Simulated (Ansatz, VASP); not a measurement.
## CuO in VASP and in Ansatz

```
Cu O
1.0
     2.87950    0.00000    0.00000
     0.03907    2.87928    0.00000
     0.01750    0.01724    5.17634
Cu O
2 2
Direct
  0.50000 0.00000 0.50000
  0.00000 0.50000 0.00000
  0.00158 0.99833 0.25011
  0.99842 0.00167 0.74989
```

Alike in both runs: task single point; functional PBEsol; k mesh 14 × 14 × 8; occupations gaussian, width 0.3 eV; no spin polarisation.

|  | VASP | Ansatz |
| --- | --- | --- |
| version | VASP 6.6.1 | Ansatz 0.2.0 |
| potentials or method | VASP PAW PBE potentials, release 64 (Cu, O), cutoff 520 eV | scalar-relativistic, plane waves, PAW |
| valence electrons in the cell | 34 | 50 |

|  | VASP | Ansatz | Ansatz less VASP |
| --- | --- | --- | --- |
| gap on the k mesh at the Fermi level (eV) | none | none | - |
| pressure (GPa) | -1.4 | -2.0 | -0.56 |
| traceless stress, the component that is largest in VASP (GPa) | -2.11 | -2.42 | -0.310 |
| rms of the force components (eV/Å) | 0.005 | 0.005 | +0.0007 |

VASP's potentials were made for PBE, not for PBEsol. Atom by atom the forces differ by 0.001 eV/Å (rms over components). A gap of «none» marks a metal or a gap that the smearing closes. VASP's potentials hold 34 valence electrons a cell and Ansatz's 50, so a difference there can come from the potentials and not from the codes.
